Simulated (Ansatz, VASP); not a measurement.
# One calculation of O, two programs

The input INCAR:

```
  PREC = Accurate
  ENCUT = 520
  EDIFF = 1E-8
  ISMEAR = -1
  SIGMA = 0.02
  LREAL = False
  LASPH = True
  NELM = 80
  ALGO = Normal
  ISIF = 2
  LWAVE = False
  LCHARG = False
  GGA = PS
  LEFG = True
  NBANDS = 13
```

Contents of KPOINTS:

```
regular mesh
0
Gamma
  10 10 10
```

File POSCAR:

```
O
1.0
    1.4137960563      0.8162555336      3.3854248141
   -1.4137960563      0.8162555336      3.3854248141
    0.0000000000     -1.6325110673      3.3854248141
O
2
Direct
    0.0577000000      0.0577000000      0.0577000000
    0.9423000000      0.9423000000      0.9423000000
```

Input for Ansatz:

```yaml
crystal:
  lattice:
    - [1.4137960563, 0.8162555336, 3.3854248141]
    - [-1.4137960563, 0.8162555336, 3.3854248141]
    - [0.0, -1.6325110673, 3.3854248141]
  atoms:
    - { symbol: O, position: [0.0577, 0.0577, 0.0577] }
    - { symbol: O, position: [0.9423, 0.9423, 0.9423] }
kpoints:
  mp_grid: { grid: [10, 10, 10] }
scf:
  occupations: { method: fermi_dirac, width: 0.02 }
hamiltonian:
  xc: pbesol
  pseudopotentials: { kind: paw }
output:
  forces: true
  stress: true
  eigenvalues: true
  efg: { contact_densities: true }
  write_density: true
  write_potential: true
  elf: true
  volumetric_format: npy
```

Change from the starting cell: volume scaled by 0.98, PAW files.

Alike in both runs: task electric field gradients; functional PBEsol; k mesh 10 × 10 × 10; occupations fermi-dirac, width 0.02 eV; no spin polarisation.

|  | VASP | Ansatz |
| --- | --- | --- |
| version | VASP 6.6.1 | Ansatz 0.2.0 |
| potentials or method | VASP PAW PBE potentials, release 64 (O) | PAW with Ansatz's default frozen-core files, scalar-relativistic |
| plane-wave cutoff (eV) | 520 | 420 |
| valence electrons in the cell | 12 | 12 |

Ansatz gave:

| Property | Result |
| --- | --- |
| pressure (GPa) | 3.6 |
| traceless stress, the component that is largest in VASP (GPa) | 24.31 |
| rms of the force components (eV/Å) | 1.599 |
| size of Vzz on the site where it differs most (V/Å²) | 112.6 |

**Question.** Which values does VASP return?

**Answer.** Pressure (GPa): 8.4; traceless stress, the component that is largest in VASP (GPa): 34.78; rms of the force components (eV/Å): 2.750; size of Vzz on the site where it differs most (V/Å²): 113.5.

VASP's potentials were made for PBE, not for PBEsol. Atom by atom the forces differ by 1.151 eV/Å (rms over components).

Noted on VASP's run: the standard files for N, O and F lose accuracy on very short bonds; spin is off for a triplet molecule.
